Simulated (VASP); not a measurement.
# Te (Im-3m) in VASP: a series of runs

The runs below take Te through single point, relaxation of cell and atoms, with r2SCAN.

All numbers are computed with VASP 6.6.1; they aren't measurements. Logs are shortened: lines on timing, memory, paths and dates and some standing lists are left out, and cuts for length are marked.

### Step 1. The cell of the first run

It takes space group Im-3m (No. 229, cubic). Conventional cell: a = 3.851 Å, b = 3.851 Å, c = 3.851 Å, α = 90.00°, β = 90.00°, γ = 90.00°. Within 4.4 Å of Te (site symmetry m-3m) lie 14 Te at 3.34 to 3.85 Å.

### Step 2. Single point, r2SCAN

Contents of POSCAR:

```
Te
1.0
   -1.9257059938      1.9257059938      1.9257059938
    1.9257059938     -1.9257059938      1.9257059938
    1.9257059938      1.9257059938     -1.9257059938
Te
1
Direct
    0.0000000000      0.0000000000      0.0000000000
```

Contents of INCAR.step1:

```
ALGO = Normal
EDIFF = 1E-4
ENCUT = 520
GGA = PE
ISMEAR = 0
LASPH = T
LCHARG = F
LREAL = F
LWAVE = T
NBANDS = 9
NELM = 100
PREC = Accurate
SIGMA = 0.1
```

Contents of INCAR.step2:

```
ALGO = Normal
EDIFF = 1E-6
ENCUT = 520
ISIF = 2
ISMEAR = 0
ISTART = 1
LASPH = T
LCHARG = F
LMIXTAU = T
LREAL = F
LWAVE = F
METAGGA = R2SCAN
NBANDS = 9
NELM = 100
PREC = Accurate
SIGMA = 0.1
```

Contents of KPOINTS:

```
k-points
0
Gamma
  20 20 20
```

Potentials or basis: VASP PAW PBE potentials, release 64 (Te).

Started as:

```bash
> cat potpaw_PBE.64/Te/POTCAR > POTCAR
> cp INCAR.step1 INCAR
> mpirun -np 1 vasp_std > vasp.out
> cp INCAR.step2 INCAR
> mpirun -np 1 vasp_std > vasp.out
```

OUTCAR:

```text
EDIFF = 1E-6
   ENCUT = 520
   ISIF = 2
   ISMEAR = 0
   ISTART = 1
   LASPH = T
   LREAL = F
   METAGGA = R2SCAN
   NELM = 100
   PREC = Accurate

 ion  position               nearest neighbor table
   1  0.000  0.000  0.000-

  LATTYP: Found a body centered cubic cell.
 ALAT       =     3.8514119876

  Lattice vectors:

 A1 = (  -1.9257059938,   1.9257059938,   1.9257059938)
 A2 = (   1.9257059938,  -1.9257059938,   1.9257059938)
 A3 = (   1.9257059938,   1.9257059938,  -1.9257059938)

Analysis of symmetry for initial positions (statically):
=====================================================================
 Subroutine PRICEL returns:
 Original cell was already a primitive cell.

 Routine SETGRP: Setting up the symmetry group for a
 body centered cubic supercell.

 Subroutine GETGRP returns: Found 48 space group operations
 (whereof 48 operations were pure point group operations)
 out of a pool of 48 trial point group operations.

The static configuration has the point symmetry O_h .

Analysis of symmetry for dynamics (positions and initial velocities):
=====================================================================
 Subroutine PRICEL returns:
 Original cell was already a primitive cell.

 Routine SETGRP: Setting up the symmetry group for a
 body centered cubic supercell.

 Subroutine GETGRP returns: Found 48 space group operations
 (whereof 48 operations were pure point group operations)
 out of a pool of 48 trial point group operations.

The dynamic configuration has the point symmetry O_h .

 Subroutine INISYM returns: Found 48 space group operations
 (whereof 48 operations are pure point group operations),
 and found     1 'primitive' translations

----------------------------------------------------------------------------------------

                                     Primitive cell

  volume of cell :      28.5647

  direct lattice vectors                    reciprocal lattice vectors
    -1.925705994  1.925705994  1.925705994     0.000000000  0.259645035  0.259645035
     1.925705994 -1.925705994  1.925705994     0.259645035  0.000000000  0.259645035
     1.925705994  1.925705994 -1.925705994     0.259645035  0.259645035  0.000000000

  length of vectors
     3.335420622  3.335420622  3.335420622     0.367193530  0.367193530  0.367193530

  position of ions in fractional coordinates (direct lattice)
     0.000000000  0.000000000  0.000000000

  ion indices of the primitive-cell ions
   primitive index   ion index
                 1           1

----------------------------------------------------------------------------------------

 KPOINTS: k-points

Automatic generation of k-mesh.
 Grid dimensions read from file:
 generate k-points for:   20   20   20

 Generating k-lattice:

  Cartesian coordinates                     Fractional coordinates (reciprocal lattice)
     0.000000000  0.012982252  0.012982252     0.050000000  0.000000000  0.000000000
     0.012982252  0.000000000  0.012982252     0.000000000  0.050000000  0.000000000
     0.012982252  0.012982252  0.000000000     0.000000000  0.000000000  0.050000000

  Length of vectors
     0.018359676  0.018359676  0.018359676

  Shift w.r.t. Gamma in fractional coordinates (k-lattice)
     0.000000000  0.000000000  0.000000000

 Subroutine IBZKPT returns following result:
 ===========================================

 Found    256 irreducible k-points:

 Following reciprocal coordinates:
            Coordinates               Weight
  0.000000  0.000000  0.000000      1.000000
  0.050000  0.000000  0.000000     12.000000
  0.100000  0.000000  0.000000     12.000000
  0.150000  0.000000  0.000000     12.000000
  0.200000  0.000000  0.000000     12.000000
  0.250000  0.000000  0.000000     12.000000
[... 16 lines left out ...]
  0.200000  0.100000 -0.000000     48.000000
  0.250000  0.100000  0.000000     48.000000
 [... further k-points ...]
   k-points           NKPTS =    256   k-points in BZ     NKDIM =    256   number of bands    NBANDS=      9
   number of dos      NEDOS =    301   number of ions     NIONS =      1
   total plane-waves  NPLWV =  21952
   dimension x,y,z NGX =    28 NGY =   28 NGZ =   28
   dimension x,y,z NGXF=    56 NGYF=   56 NGZF=   56
   ions per type =               1
   NGX,Y,Z   is equivalent  to a cutoff of  13.96, 13.96, 13.96 a.u.
   NGXF,Y,Z  is equivalent  to a cutoff of  27.91, 27.91, 27.91 a.u.
 SYSTEM =  unknown system
   PREC   = accura    normal or accurate (medium, high low for compatibility)
   ISTART =      1    job   : 0-new  1-cont  2-samecut
   ICHARG =      0    charge: 1-file 2-atom 10-const
   ISPIN  =      1    spin polarized calculation?
   LNONCOLLINEAR =      F non collinear calculations
   LSORBIT =      F    spin-orbit coupling
   LASPH  =      T    aspherical Exc in radial PAW
   ENCUT  =  520.0 eV  38.22 Ry    6.18 a.u.   6.20  6.20  6.20*2*pi/ulx,y,z
   NELM   =    100;   NELMIN=  2; NELMDL=  0     # of ELM steps
   EDIFF  = 0.1E-05   stopping-criterion for ELM
   LREAL  =      F    real-space projection
   EDIFFG = 0.1E-04   stopping-criterion for IOM
   NSW    =      0    number of steps for IOM
   IBRION =     -1    ionic relax: 0-MD 1-quasi-New 2-CG
   NFREE  =      0    steps in history (QN), initial steepest desc. (CG)
   ISIF   =      2    stress and relaxation
   ISYM   =      2    0-nonsym 1-usesym 2-fastsym
   POTIM  = 0.5000    time-step for ionic-motion
   TEBEG  =    0.0;   TEEND  =   0.0 temperature during run
   PSTRESS=    0.0 pullay stress
   NELECT =       6.0000    total number of electrons
   NUPDOWN=      -1.0000    fix difference up-down
   EMIN   =  10.00;   EMAX   =-10.00  energy-range for DOS
   EFERMI =   0.00;   METHOD = LEGACY
   ISMEAR =     0;   SIGMA  =   0.10  broadening in eV -4-tet -1-fermi 0-gaus
   EFERMI_NEDOS =   21; number of points for ismear=-14 and -15
   IALGO  =     38    algorithm
   IMIX   =      4    mixing-type and parameters
     AMIX     =   0.40;   BMIX     =  1.00
     AMIX_MAG =   1.60;   BMIX_MAG =  1.00
  volume/ion in A,a.u.               =      28.56       192.76
  Fermi-wavevector in a.u.,A,eV,Ry     =   0.973155  1.838996 12.885129  0.947030
  Thomas-Fermi vector in A             =   2.103511
   LORBIT       =      0    0 simple, 1 ext, 2 COOP (PROOUT), +10 PAW based schemes
   METAGGA = R2SCAN    functional components
   LHFCALC =     F    Hartree Fock is set to
   AEXX    =    0.0000 exact exchange contribution
   IVDW    =     0    specifies the selected vdW correction
   LEPSILON=     F    determine dielectric tensor
   LRPA    =     F    only Hartree local field effects (RPA)
 non-spin polarized calculation
 Gauss-broadening in eV      SIGMA  =   0.10
  energy-cutoff  :      520.00
  volume of cell :       28.56
 maximum number of plane-waves:       784
 NGX is ok and might be reduce to    28
   NGX = 13   NGY = 13   NGZ = 13

 number of electron       6.0000000 magnetization

 Free energy of the ion-electron system (eV)
  ---------------------------------------------------
  ext. energy  EPLUGINS =         0.00000000
  ---------------------------------------------------
  free energy    TOTEN  =       -25.02058775 eV

  energy without entropy =      -25.01659049  energy(sigma->0) =      -25.01858912

 E-fermi :   7.6891     XC(G=0): -10.5303

 val. band max:        7.6848199515   @ k =   0.1500   0.0500  -0.0000
 cond. band min:       7.7014976605   @ k =   0.4500   0.0000   0.0000
 fundamental gap:      0.0166777090
 Fermi energy:         7.6891294272

 k-point     1 :       0.0000    0.0000    0.0000
  band No.  band energies     occupation
      1      -6.7416      2.00000
      2      10.7814      0.00000
      3      10.7814      0.00000
      4      10.7814      0.00000
      5      17.9453      0.00000
      6      17.9453      0.00000
      7      17.9453      0.00000
      8      18.7040      0.00000
      9      20.5360      0.00000

 k-point     2 :       0.0500    0.0000    0.0000
  band No.  band energies     occupation
      1      -6.6939      2.00000
      2      10.4414      0.00000
      3      10.6536      0.00000
      4      10.7594      0.00000
      5      17.6965      0.00000
      6      17.7902      0.00000
      7      18.1552      0.00000
      8      18.9719      0.00000
      9      19.7073      0.00000

 k-point     3 :       0.1000    0.0000    0.0000
  band No.  band energies     occupation
      1      -6.5513      2.00000
      2       9.5640      0.00000
      3      10.3142      0.00000
      4      10.6946      0.00000
      5      17.1711      0.00000
      6      17.2166      0.00000
      7      18.7406      0.00000
      8      19.3768      0.00000
      9      19.5927      0.00000

 k-point     4 :       0.1500    0.0000    0.0000
  band No.  band energies     occupation
      1      -6.3160      2.00000
      2       8.3958      0.00000
      3       9.8547      0.00000
      4      10.5918      0.00000
      5      16.4726      0.00000
      6      16.6014      0.00000
      7      19.3672      0.00000
      8      19.4580      0.00000
      9      19.6089      0.00000

 k-point     5 :       0.2000    0.0000    0.0000
  band No.  band energies     occupation
      1      -5.9923      2.00000
      2       7.1112      2.00000
      3       9.3581      0.00000
      4      10.4600      0.00000
      5      15.7712      0.00000
      6      16.0702      0.00000
      7      19.3240      0.00000
      8      19.6986      0.00000
      9      20.6754      0.00000

 k-point     6 :       0.2500    0.0000    0.0000
  band No.  band energies     occupation
      1      -5.5877      2.00000
      2       5.8125      2.00000
      3       8.8808      0.00000
      4      10.3121      0.00000
      5      15.1699      0.00000
      6      15.6059      0.00000
      7      19.4560      0.00000
      8      20.0517      0.00000
      9      21.8812      0.00000
[... 169 lines left out ...]
 k-point    21 :       0.1000    0.1000    0.0000
  band No.  band energies     occupation
      1      -6.1763      2.00000
      2       7.9347      0.00052
      3       9.6019      0.00000
      4      10.2575      0.00000
      5      16.4102      0.00000
      6      16.7971      0.00000
      7      18.8117      0.00000
      8      18.9708      0.00000
      9      20.7397      0.00000

 k-point    22 :       0.1500    0.1000    0.0000
  band No.  band energies     occupation
      1      -5.8554      2.00000
      2       6.8627      2.00000
      3       8.9808      0.00000
      4      10.0453      0.00000
      5      15.9679      0.00000
      6      16.5280      0.00000
      7      18.7294      0.00000
      8      19.6657      0.00000
      9      21.1261      0.00000

 k-point    23 :       0.2000    0.1000   -0.0000
  band No.  band energies     occupation
      1      -5.4551      2.00000
      2       5.7164      2.00000
      3       8.3804      0.00000
      4       9.8465      0.00000
      5      15.5182      0.00000
      6      16.2877      0.00000
      7      18.7303      0.00000
      8      20.7335      0.00000
      9      21.5087      0.00000

 k-point    24 :       0.2500    0.1000    0.0000
  band No.  band energies     occupation
      1      -4.9896      2.00000
      2       4.5708      2.00000
      3       7.8688      0.01105
      4       9.6594      0.00000
      5      15.1152      0.00000
      6      16.0861      0.00000
      7      18.8920      0.00000
      8      21.8984      0.00000
      9      22.0352      0.00000

 [... further k-points ...]

------------------------ aborting loop because EDIFF is reached ----------------------------------------

  FORCE on cell =-STRESS in cart. coord.  units (eV):
  Direction    XX          YY          ZZ          XY          YZ          ZX
  --------------------------------------------------------------------------------------
  -------------------------------------------------------------------------------------
  Total       -0.0090859     -0.0090859     -0.0090859      0.0000000     -0.0000000     -0.0000000
  in kB       -0.5096224     -0.5096224     -0.5096224      0.0000000     -0.0000000     -0.0000000
  external PRESSURE =      -0.5096224 kB  Pullay stress =       0.0000000 kB

 VOLUME and BASIS-vectors are now :
 -----------------------------------------------------------------------------
  energy-cutoff  :      520.00
  volume of cell :       28.56
      direct lattice vectors                 reciprocal lattice vectors
    -1.925705994  1.925705994  1.925705994     0.000000000  0.259645035  0.259645035
     1.925705994 -1.925705994  1.925705994     0.259645035  0.000000000  0.259645035
     1.925705994  1.925705994 -1.925705994     0.259645035  0.259645035  0.000000000

 POSITION                                       TOTAL-FORCE (eV/Angst)
 -----------------------------------------------------------------------------------
      0.00000      0.00000      0.00000        -0.000000      0.000000      0.000000
 -----------------------------------------------------------------------------------
    total drift:                               -0.000000      0.000000      0.000000

  FREE ENERGIE OF THE ION-ELECTRON SYSTEM (eV)
  ---------------------------------------------------
  free  energy   TOTEN  =       -25.0205877503 eV

  energy  without entropy=      -25.0165904919  energy(sigma->0) =      -25.01858912
```

It took 2.8 min on 1 thread of Intel Xeon Platinum 8559C (Emerald Rapids), shared host; peak memory 0.21 GiB.

Results:

```yaml
Free_energy: -25.0206 eV
Pressure: -0.1 GPa
Band_gap_on_the_k_mesh: zero (band 3 reaches 10.78 eV, above the bottom of band 4 at 4.20 eV)
```

Caveat: the PAW data sets were made with another functional, which shifts forces and pressure a little; spin-orbit coupling is left out, which moves the levels of the heavy elements.

### Step 3. Relaxation of cell and atoms, r2SCAN

This run uses another cell than the first one, of 28.22 Å³/atom, 0.988 times its volume.

Contents of POSCAR:

```
Te
1.0
   -1.9180338732      1.9180338732      1.9180338732
    1.9180338732     -1.9180338732      1.9180338732
    1.9180338732      1.9180338732     -1.9180338732
Te
1
Direct
    0.0000000000      0.0000000000      0.0000000000
```

Contents of INCAR.step1:

```
SYSTEM = Te
ALGO     = Normal         ! electronic algorithm
EDIFF    = 1E-4           ! SCF threshold, eV
ENCUT    = 600            ! plane-wave cutoff, eV
GGA      = PE             ! functional
ISMEAR   = 0              ! smearing method
LASPH    = .True.         ! aspherical terms in the spheres
LCHARG   = .False.        ! write CHGCAR
LREAL    = .False.        ! projectors in reciprocal space
LWAVE    = .True.         ! write WAVECAR
NELM     = 100            ! most SCF steps
PREC     = Accurate       ! precision mode
SIGMA    = 0.1            ! smearing width, eV
```

Contents of INCAR.step2:

```
SYSTEM = Te
ALGO     = Normal         ! electronic algorithm
EDIFF    = 1E-7           ! SCF threshold, eV
EDIFFG   = -0.01          ! ionic threshold
ENCUT    = 600            ! plane-wave cutoff, eV
IBRION   = 2              ! ionic algorithm
ISIF     = 3              ! what is computed and relaxed
ISMEAR   = 0              ! smearing method
ISTART   = 1            
LASPH    = .True.         ! aspherical terms in the spheres
LCHARG   = .False.        ! write CHGCAR
LMIXTAU  = .True.       
LREAL    = .False.        ! projectors in reciprocal space
LWAVE    = .False.        ! write WAVECAR
METAGGA  = R2SCAN         ! meta-GGA
NELM     = 100            ! most SCF steps
NSW      = 100            ! ionic steps
PREC     = Accurate       ! precision mode
SIGMA    = 0.1            ! smearing width, eV
```

Contents of KPOINTS:

```
k-points
0
Gamma
  20 20 20
  0 0 0
```

Potentials or basis: VASP PAW PBE potentials, release 64 (Te).

Started as:

```bash
> cat potpaw_PBE.64/Te/POTCAR > POTCAR
> cp INCAR.step1 INCAR
> mpirun -np 1 vasp_std > vasp.out
> cp INCAR.step2 INCAR
> mpirun -np 1 vasp_std > vasp.out
```

Run time: 4.5 min. Hardware: 1 thread of Intel Xeon Platinum 8559C (Emerald Rapids), shared host; peak memory 0.22 GiB.

Results (log left out):

- Free energy: -25.0211 eV
- Relaxed volume: 28.53 Å³/atom
- Relaxed cell: a = 3.334 Å, b = 3.334 Å, c = 3.334 Å, α = 109.47°, β = 109.47°, γ = 109.47°
- Space group after relaxing (to 0.05 Å): Im-3m (No. 229)
- Energy gained by relaxing: 0.6 meV/atom
- Ionic steps: 3
- Pressure after relaxing: 0.0 GPa
- Band gap on the k mesh: zero (band 3 reaches 10.81 eV, above the bottom of band 4 at 4.21 eV)

The path:
| step | energy change (eV) | largest force (eV/Å) | pressure (GPa) | volume (Å³) |
| --- | --- | --- | --- | --- |
| 1 | 0.0000 | 0.0000 | 0.64 | 28.22 |
| 2 | -0.0004 | 0.0000 | -0.31 | 28.69 |
| 3 | -0.0006 | 0.0000 | 0.01 | 28.53 |

Final structure:
```
Te
1.0
    -1.92490    1.92490    1.92490
     1.92490   -1.92490    1.92490
     1.92490    1.92490   -1.92490
Te
1
Direct
  0.00000 0.00000 0.00000
```

Levels at points of the mesh, in eV from the Fermi level:
| k point | band 1 | band 2 | band 3 | band 4 | band 5 | band 6 | band 7 |
| --- | --- | --- | --- | --- | --- | --- | --- |
| (0.00, 0.00, 0.00) | -14.44 | 3.10 | 3.10 | 3.10 | 10.26 | 10.26 | 10.26 |
| (0.50, 0.00, 0.00) | -11.23 | -6.16 | -0.04 | 2.15 | 6.13 | 6.83 | 13.90 |
| (0.50, 0.50, 0.50) | -8.83 | -3.18 | -3.18 | -3.18 | 3.42 | 3.42 | 18.14 |

Caveat: the PAW data sets were made with another functional, which shifts forces and pressure a little; spin-orbit coupling is left out, which moves the levels of the heavy elements.
